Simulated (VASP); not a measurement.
Write the native input for VASP 6.6.1 that does the following.

```yaml
Task: relaxation of cell and atoms
Functional: PBE
Potentials_or_basis: VASP PAW PBE potentials, release 64 (Nb_sv, Cd, B)
Cutoff: 600 eV
k_mesh: 6 × 4 × 4
Occupations: gaussian, width 0.1 eV
Spin: no spin polarisation
Dipole_correction: no
Further_INCAR_settings: ALGO = Fast; EDIFF = 1e-06; IBRION = 2; EDIFFG = -0.04; NSW = 90; ISIF = 3
```

The structure of Nb3CdB lies in POSCAR:

```
Nb3CdB
1.0
    3.0371935955      0.0000000000      0.0000000000
    0.0000000000      4.6672814731      0.0000000000
    0.0000000000      0.0000000000      6.3860386220
Nb Cd B
3 1 1
Direct
    0.0000000000      0.0000000000      0.0000000000
    0.0000000000      0.5000000000      0.2503591948
    0.0000000000      0.5000000000      0.7496408052
    0.0000000000      0.0000000000      0.5000000000
    0.5000000000      0.5000000000      0.0000000000
```

The cell was built from a structure type or drawn by symmetry, and may not be a known phase.

One way to write it, as run:

INCAR

```
SYSTEM = Nb3CdB
ALGO = Fast ; EDIFF = 1E-6
EDIFFG = -0.04 ; ENCUT = 600
GGA = PE ; IBRION = 2
ISIF = 3 ; ISMEAR = 0
LASPH = .TRUE. ; LCHARG = .FALSE.
LREAL = .FALSE. ; LWAVE = .FALSE.
NELM = 60 ; NSW = 90
PREC = Accurate ; SIGMA = 0.1
```

KPOINTS

```
k-points
0
G
  6 4 4
  0 0 0
```

Potentials or basis: VASP PAW PBE potentials, release 64 (Nb_sv, Cd, B).

Command:

```bash
$ cat potpaw_PBE.64/Nb_sv/POTCAR potpaw_PBE.64/Cd/POTCAR potpaw_PBE.64/B/POTCAR > POTCAR
$ mpirun -np 1 vasp_std > vasp.out
```

It gave:

```json
{
  "Relaxed volume": "18.01 Å³/atom",
  "Relaxed cell": "a = 2.980 Å, b = 4.703 Å, c = 6.428 Å, α = 90.00°, β = 90.00°, γ = 90.00°",
  "Space group after relaxing (to 0.1 Å)": "Pmmm (No. 47)",
  "Energy gained by relaxing": "6.0 meV/atom",
  "Ionic steps": "4",
  "Pressure after relaxing": "-0.1 GPa",
  "Largest force after relaxing": "0.007 eV/Å",
  "Band gap on the k mesh": "zero (bands 27 and 28 overlap by 1.45 eV)"
}
```

Run time: 11 min on 1 thread of Intel(R) Xeon(R) Platinum 8488C (Sapphire Rapids), on a shared host, peak memory 0.31 GiB.
